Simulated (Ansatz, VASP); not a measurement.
SrO in VASP and in Ansatz

```
Sr O
1.0
     0.00000    2.61763    2.46665
     2.61763    0.00000    2.46665
     2.61763    2.61763    0.00000
Sr O
1 1
Direct
  0.50000 0.50000 0.50000
  0.00000 0.00000 0.00000
```

Alike in both runs: task single point; functional PBE; k mesh 6 × 6 × 6; occupations gaussian, width 0.05 eV; no spin polarisation.

```csv
,VASP,Ansatz
version,VASP 6.6.1,Ansatz 0.2.0
potentials or method,"VASP PAW PBE potentials, release 64 (Sr_sv, O), cutoff 600 eV","plane waves, PAW"
valence electrons in the cell,16,16
```

|  | VASP | Ansatz | Ansatz less VASP |
| --- | --- | --- | --- |
| pressure (GPa) | 4.6 | 4.1 | -0.54 |
| traceless stress, the component that is largest in VASP (GPa) | 6.52 | 6.19 | -0.335 |

With one functional, cell and mesh, what is left measures potentials, basis and numerics.
